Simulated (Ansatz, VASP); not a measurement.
CdTe: VASP beside Ansatz

```
Cd Te
1.0
     0.00000    3.24520    3.24520
     3.24520    0.00000    3.24520
     3.24520    3.24520    0.00000
Cd Te
1 1
Direct
  0.00000 0.00000 0.00000
  0.25000 0.25000 0.25000
```

Alike in both runs: functional PBEsol; k mesh 6 × 6 × 6; occupations gaussian, width 0.02 eV; no spin polarisation.

Ansatz relaxed the structure, and its values are those at the end. VASP's run is a single point on that final structure, the one shown.

|  | VASP | Ansatz |
| --- | --- | --- |
| version | VASP 6.6.1 | Ansatz 0.2.0 |
| potentials or method | VASP PAW PBE potentials, release 64 (Cd, Te), cutoff 500 eV | scalar-relativistic, plane waves, PAW |
| valence electrons in the cell | 18 | 36 |

VASP gave:

```
gap on the k mesh at the Fermi level (eV) : 0.65
least direct gap on the mesh (eV)         : 0.65
pressure (GPa)                            : 0.2
```

Problem. What did Ansatz give for the same quantities?

Solution. gap on the k mesh at the Fermi level (eV): 0.64; least direct gap on the mesh (eV): 0.64; pressure (GPa): 0.0.

VASP's potentials were made for PBE, not for PBEsol, and Ansatz warns of the same on its side. VASP's potentials hold 18 valence electrons a cell and Ansatz's 36, so a difference there can come from the potentials and not from the codes.

Spin-orbit coupling is off throughout.
